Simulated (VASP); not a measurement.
# Hf3Si2W (P-4m2) in VASP: notebook, part 2 of 2

VASP 6.6.1. Earlier steps stand in the parts before.

### Step 3. Single point, PBE

This run uses another cell than the first one, of 17.42 Å³/atom.

INCAR

```
ALGO = Fast
EDIFF = 1E-6
ENCUT = 520
GGA = PE
ISIF = 2
ISMEAR = 0
LASPH = True
LCHARG = False
LREAL = False
LWAVE = False
NBANDS = 35
NELM = 80
PREC = Accurate
SIGMA = 0.1
```

KPOINTS

```
k-points
0
Gamma
  6 6 2
```

POSCAR

```
Hf3Si2W
1.0
    3.6201707800      0.0000000000      0.0000000000
    0.0000000000      3.6201707800      0.0000000000
    0.0000000000      0.0000000000      7.9753104300
Hf Si W
3 2 1
Direct
    0.5000000000      0.5000000000      0.0000000000
    0.0000000000      0.5000000000      0.3786259900
    0.5000000000      0.0000000000      0.6213740100
    0.0000000000      0.5000000000      0.7376120100
    0.5000000000      0.0000000000      0.2623879900
    0.0000000000      0.0000000000      0.0000000000
```

Potentials or basis: VASP PAW PBE potentials, release 64 (Hf_pv, Si, W_sv).

Started as:

```sh
$ cat potpaw_PBE.64/Hf_pv/POTCAR potpaw_PBE.64/Si/POTCAR potpaw_PBE.64/W_sv/POTCAR > POTCAR
$ mpirun -np 1 vasp_std > vasp.out
```

OUTCAR:

```text
EDIFF = 1E-6
   ENCUT = 520
   GGA = PE
   ISIF = 2
   ISMEAR = 0
   LASPH = True
   LREAL = False
   NELM = 80
   PREC = Accurate

 ion  position               nearest neighbor table
   1  0.500  0.500  0.000-   6 2.56   6 2.56   6 2.56   6 2.56   5 2.77   4 2.77   4 2.77   5 2.77
                             2 3.52   3 3.52   3 3.52   2 3.52
   2  0.000  0.500  0.379-   5 2.72   5 2.72   5 2.72   5 2.72   4 2.86   3 3.21   3 3.21   3 3.21
[... 971 lines left out ...]
  -------------------------------------------------------------------------------------
  Total       12.3418772     12.3418772     -9.3486721      0.0000000      0.0000000      0.0000000
  in kB      189.1847346    189.1847346   -143.3028401      0.0000000      0.0000000      0.0000000
  external PRESSURE =      78.3555430 kB  Pullay stress =       0.0000000 kB

 VOLUME and BASIS-vectors are now :
 -----------------------------------------------------------------------------
  energy-cutoff  :      520.00
  volume of cell :      104.52
      direct lattice vectors                 reciprocal lattice vectors
     3.620170780  0.000000000  0.000000000     0.276230062  0.000000000  0.000000000
     0.000000000  3.620170780  0.000000000     0.000000000  0.276230062  0.000000000
     0.000000000  0.000000000  7.975310430     0.000000000  0.000000000  0.125386969

 POSITION                                       TOTAL-FORCE (eV/Angst)
 -----------------------------------------------------------------------------------
      1.81009      1.81009      0.00000        -0.000000      0.000000      0.000000
      0.00000      1.81009      3.01966        -0.000000     -0.000000     -0.540356
      1.81009      0.00000      4.95565        -0.000000     -0.000000      0.540356
      0.00000      1.81009      5.88268        -0.000000     -0.000000      0.150638
      1.81009      0.00000      2.09263        -0.000000     -0.000000     -0.150638
      0.00000      0.00000      0.00000         0.000000     -0.000000      0.000000
 -----------------------------------------------------------------------------------
    total drift:                               -0.000000      0.000000     -0.000000

  FREE ENERGIE OF THE ION-ELECTRON SYSTEM (eV)
  ---------------------------------------------------
  free  energy   TOTEN  =       -55.8199909600 eV

  energy  without entropy=      -55.8032155823  energy(sigma->0) =      -55.81160327
```

OSZICAR:

```text
N       E                     dE             d eps       ncg     rms          rms(c)
DAV:   1     0.309511425693E+03    0.30951E+03   -0.27154E+04  1400   0.148E+03
DAV:   2    -0.397176256320E+02   -0.34923E+03   -0.33733E+03  1571   0.390E+02
DAV:   3    -0.580063977336E+02   -0.18289E+02   -0.17831E+02  1772   0.710E+01
DAV:   4    -0.583690090937E+02   -0.36261E+00   -0.36074E+00  1720   0.998E+00
DAV:   5    -0.583752845759E+02   -0.62755E-02   -0.62642E-02  1784   0.129E+00    0.940E+01
RMM:   6    -0.560959236939E+02    0.22794E+01   -0.46859E+00  1664   0.823E+00    0.567E+01
RMM:   7    -0.560080112263E+02    0.87912E-01   -0.47548E+00  1752   0.858E+00    0.819E+00
RMM:   8    -0.560181536265E+02   -0.10142E-01   -0.10401E+00  1818   0.419E+00    0.506E+00
RMM:   9    -0.558282212875E+02    0.18993E+00   -0.17326E-01  1647   0.190E+00    0.162E+00
RMM:  10    -0.558205140684E+02    0.77072E-02   -0.10317E-01  1776   0.119E+00    0.577E-01
RMM:  11    -0.558197278485E+02    0.78622E-03   -0.12052E-02  1812   0.498E-01    0.243E-01
RMM:  12    -0.558200194272E+02   -0.29158E-03   -0.28189E-03  2027   0.192E-01    0.128E-01
RMM:  13    -0.558199832536E+02    0.36174E-04   -0.76060E-04  1917   0.105E-01    0.903E-02
RMM:  14    -0.558199897849E+02   -0.65313E-05   -0.14996E-04  2052   0.542E-02    0.243E-02
RMM:  15    -0.558199907736E+02   -0.98866E-06   -0.23345E-05  1980   0.214E-02    0.153E-02
RMM:  16    -0.558199909600E+02   -0.18643E-06   -0.46243E-06  1551   0.962E-03
   1 F= -.55819991E+02 E0= -.55811603E+02  d E =-.167754E-01
```

It took 40 s on 1 thread of Intel Xeon 6975P-C (Granite Rapids), shared host; peak memory 0.23 GiB.

What came out:

| Item | Value |
| --- | --- |
| Free energy | -55.8200 eV |
| Pressure | 7.8 GPa |
| Largest force | 0.540 eV/Å |
| Band gap on the k mesh | zero (bands 26 and 27 overlap by 1.65 eV) |

Forces on the atoms (eV/Å):
```
Hf   0.000  0.000  0.000
Hf   0.000  0.000 -0.540
Hf   0.000  0.000  0.540
Si   0.000  0.000  0.151
Si   0.000  0.000 -0.151
W    0.000  0.000  0.000
```

Caveat: the k points lie up to 0.39 Å⁻¹ apart, too coarse for converged energies and pressures of a metal; spin-orbit coupling is left out, which moves the levels of the heavy elements.

### Step 4. Single point, PBE

This run uses another cell than the first one, of 18.10 Å³/atom.

INCAR

```
PREC = Accurate ; ENCUT = 520
EDIFF = 1E-7 ; ISMEAR = 0
SIGMA = 0.1 ; LREAL = F
LASPH = T ; NELM = 80
ALGO = Normal ; ISIF = 2
LWAVE = F ; LCHARG = T
GGA = PE ; LELF = T
LVHAR = T ; NBANDS = 35
```

KPOINTS

```
regular mesh
0
Gamma
  6 6 2
```

POSCAR

```
Hf3Si2W
1.0
    3.8399803749      0.0000000000      0.0000000000
    0.0000000000      3.8399803749      0.0000000000
    0.0000000000      0.0000000000      7.3642472807
Hf Si W
3 2 1
Direct
    0.5000000000      0.5000000000      0.0000000000
    0.0000000000      0.5000000000      0.3634608587
    0.5000000000      0.0000000000      0.6365391413
    0.0000000000      0.5000000000      0.7368469928
    0.5000000000      0.0000000000      0.2631530072
    0.0000000000      0.0000000000      0.0000000000
```

Started as:

```sh
$ cat potpaw_PBE.64/Hf_pv/POTCAR potpaw_PBE.64/Si/POTCAR potpaw_PBE.64/W_sv/POTCAR > POTCAR
$ mpirun -np 1 vasp_std > vasp.out
```

Run time: 45 s. Hardware: 1 thread of Intel Xeon 6975P-C (Granite Rapids), shared host; peak memory 0.25 GiB.

The run converged. Its results:

```yaml
Free_energy: -56.9799 eV
Pressure: -0.5 GPa
Largest_force: 0.028 eV/Å
Band_gap_on_the_k_mesh: zero (bands 26 and 27 overlap by 1.22 eV)
```

Forces on the atoms (eV/Å):
```
Hf   0.000  0.000  0.000
Hf   0.000  0.000 -0.028
Hf   0.000  0.000  0.028
Si   0.000  0.000 -0.010
Si   0.000  0.000  0.010
W    0.000  0.000  0.000
```

Stress tensor (GPa, compression positive):
```
-0.59  0.00  0.00
 0.00 -0.59  0.00
 0.00  0.00 -0.39
```

Levels at points of the mesh, in eV from the Fermi level:
```csv
k point,band 24,band 25,band 26,band 27,band 28,band 29
"(0.00, 0.00, 0.00)",-0.11,-0.11,0.18,0.91,0.91,1.34
"(0.50, 0.00, 0.00)",-0.90,-0.55,-0.21,0.22,0.94,0.98
"(0.50, 0.50, 0.00)",-0.96,-0.80,-0.65,-0.65,1.11,2.71
"(0.00, 0.00, 0.50)",-0.88,-0.60,-0.60,1.05,1.05,1.21
"(0.50, 0.00, 0.50)",-0.52,-0.13,0.00,0.48,0.63,0.96
"(0.50, 0.50, 0.50)",-1.63,-1.55,-0.93,-0.86,1.15,2.72
```

Caveat: the k points lie up to 0.43 Å⁻¹ apart, too coarse for converged energies and pressures of a metal; spin-orbit coupling is left out, which moves the levels of the heavy elements.

### Step 5. Relaxation of cell and atoms, PBE

This run uses another cell than the first one, of 18.10 Å³/atom.

INCAR

```
SYSTEM = Hf3Si2W
ALGO = Normal
EDIFF = 1E-6
EDIFFG = -0.04
ENCUT = 600
GGA = PE
IBRION = 2
ISIF = 3
ISMEAR = 0
LASPH = .True.
LCHARG = .False.
LREAL = .False.
LWAVE = .False.
NELM = 100
NSW = 90
PREC = Accurate
SIGMA = 0.1
```

KPOINTS

```
k-points
0
Gamma
  4 4 4
  0 0 0
```

POSCAR is that of step 4.

Started as:

```sh
$ cat potpaw_PBE.64/Hf_pv/POTCAR potpaw_PBE.64/Si/POTCAR potpaw_PBE.64/W_sv/POTCAR > POTCAR
$ mpirun -np 1 vasp_std > vasp.out
```

It took 2 min on 1 thread of Intel Xeon 6975P-C (Granite Rapids), shared host; peak memory 0.28 GiB.

The run converged. Its results:

* Free energy: -57.0029 eV
* Relaxed volume: 18.02 Å³/atom
* Relaxed cell: a = 3.828 Å, b = 3.828 Å, c = 7.378 Å, α = 90.00°, β = 90.00°, γ = 90.00°
* Space group after relaxing (to 0.1 Å): P-4m2 (No. 115)
* Energy gained by relaxing: 0.5 meV/atom
* Ionic steps: 5
* Pressure after relaxing: 0.0 GPa
* Largest force after relaxing: 0.017 eV/Å
* Band gap on the k mesh: zero (bands 26 and 27 overlap by 1.02 eV)

Forces in eV/Å, atoms in the order of the input:
```
Hf   0.000  0.000  0.000
Hf   0.000  0.000 -0.017
Hf   0.000  0.000  0.017
Si   0.000  0.000  0.004
Si   0.000  0.000 -0.004
W    0.000  0.000  0.000
```

Stress tensor (GPa, compression positive):
```
 0.03  0.00  0.00
 0.00  0.03  0.00
 0.00  0.00 -0.05
```

Step by step:
| step | energy change (eV) | largest force (eV/Å) | pressure (GPa) | volume (Å³) |
| --- | --- | --- | --- | --- |
| 1 | 0.0000 | 0.1313 | -0.71 | 108.59 |
| 2 | -0.0003 | 0.0308 | 1.14 | 107.33 |
| 3 | -0.0029 | 0.0507 | 0.24 | 107.94 |
| 4 | -0.0031 | 0.0051 | -0.13 | 108.19 |
| 5 | -0.0032 | 0.0166 | 0.01 | 108.09 |

Final structure:
```cif
data_structure
_symmetry_space_group_name_H-M 'P 1'
_symmetry_Int_Tables_number 1
_cell_length_a 3.8278
_cell_length_b 3.8278
_cell_length_c 7.3776
_cell_angle_alpha 90.000
_cell_angle_beta 90.000
_cell_angle_gamma 90.000
_cell_volume 108.09
loop_
_atom_site_label
_atom_site_type_symbol
_atom_site_fract_x
_atom_site_fract_y
_atom_site_fract_z
_atom_site_occupancy
Hf1 Hf 0.50000 0.50000 0.00000 1
Hf2 Hf 0.00000 0.50000 0.36278 1
Hf3 Hf 0.50000 0.00000 0.63722 1
Si1 Si 0.00000 0.50000 0.73708 1
Si2 Si 0.50000 0.00000 0.26292 1
W1 W 0.00000 0.00000 0.00000 1
```

Levels at points of the mesh, in eV from the Fermi level:
| k point | band 22 | band 23 | band 24 | band 25 | band 26 | band 27 | band 28 | band 29 | band 30 | band 31 |
| --- | --- | --- | --- | --- | --- | --- | --- | --- | --- | --- |
| (0.00, 0.00, 0.00) | -2.00 | -1.50 | 0.03 | 0.03 | 0.27 | 1.05 | 1.05 | 1.49 | 1.78 | 2.74 |
| (0.50, 0.00, 0.00) | -1.56 | -1.55 | -0.79 | -0.45 | -0.10 | 0.34 | 1.07 | 1.10 | 1.88 | 3.08 |
| (0.50, 0.50, 0.00) | -1.66 | -1.63 | -0.86 | -0.71 | -0.53 | -0.53 | 1.22 | 2.87 | 2.87 | 3.54 |
| (0.00, 0.00, 0.50) | -1.49 | -1.47 | -0.78 | -0.46 | -0.46 | 1.20 | 1.20 | 1.35 | 2.75 | 2.85 |
| (0.50, 0.00, 0.50) | -1.74 | -1.53 | -0.39 | -0.02 | 0.11 | 0.57 | 0.75 | 1.09 | 1.62 | 2.08 |
| (0.50, 0.50, 0.50) | -1.71 | -1.71 | -1.54 | -1.46 | -0.83 | -0.75 | 1.26 | 2.89 | 2.89 | 3.74 |

Caveat: the k points lie up to 0.41 Å⁻¹ apart in the final cell, too coarse for converged energies and pressures of a metal; spin-orbit coupling is left out, which moves the levels of the heavy elements.

### Step 6. Overview

| task | cell | k mesh | cutoff (eV) | gap on the mesh (eV) | pressure (GPa) | largest force (eV/Å) |
| --- | --- | --- | --- | --- | --- | --- |
| single point | a = 3.829, b = 3.829, c = 7.384 Å, 6 atoms, atomic positions A | 4 × 4 × 4 | 520 | none | -0.3 | 0.01 |
| single point | a = 3.620, b = 3.620, c = 7.975 Å, 6 atoms, atomic positions B | 6 × 6 × 2 | 520 | none | 7.8 | 0.54 |
| single point | a = 3.840, b = 3.840, c = 7.364 Å, 6 atoms, atomic positions C | 6 × 6 × 2 | 520 | none | -0.5 | 0.03 |
| relaxation of cell and atoms | relaxed from a = 3.840, b = 3.840, c = 7.364 Å, 6 atoms, atomic positions C | 4 × 4 × 4 | 600 | none | 0.0 | 0.02 |

Alike in all rows: level PBE; potentials or basis VASP PAW PBE potentials, release 64 (Hf_pv, Si, W_sv); no spin polarisation; smearing gaussian 0.1 eV.

Caveats: all runs use coarse meshes; spin-orbit coupling is left out, which moves the levels of the heavy elements.

Total energies depend on the potentials used, so only differences within one code and one set of settings carry meaning.
